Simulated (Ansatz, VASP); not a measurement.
## One calculation of Pt, two programs

```
Pt
1.0
    -0.01330    1.93575    1.94453
     1.97104    0.00303    1.92819
     2.00088    1.94926   -0.02681
Pt
1
Direct
  0.98674 0.01995 0.00694
```

Change from the starting cell: cell strained at random at fixed volume.

Alike in both runs: task single point; functional PBE; k mesh 12 × 12 × 12; occupations fermi-dirac, width 0.05 eV; no spin polarisation.

```csv
,VASP,Ansatz
version,VASP 6.6.1,Ansatz 0.2.0
potentials or method,"VASP PAW PBE potentials, release 64 (Pt), cutoff 520 eV","all-electron LAPW, scalar-relativistic"
```

VASP gave:

```
gap on the k mesh at the Fermi level (eV)                     : none
pressure (GPa)                                                : 9.8
traceless stress, the component that is largest in VASP (GPa) : 1.47
```

Problem. What did Ansatz give for the same quantities?

Solution. gap on the k mesh at the Fermi level (eV): none; pressure (GPa): 10.3; traceless stress, the component that is largest in VASP (GPa): 1.45.

A gap of «none» marks a metal or a gap that the smearing closes. Ansatz ran all-electron here, and VASP with PAW potentials.

Neither program's run includes spin-orbit coupling.
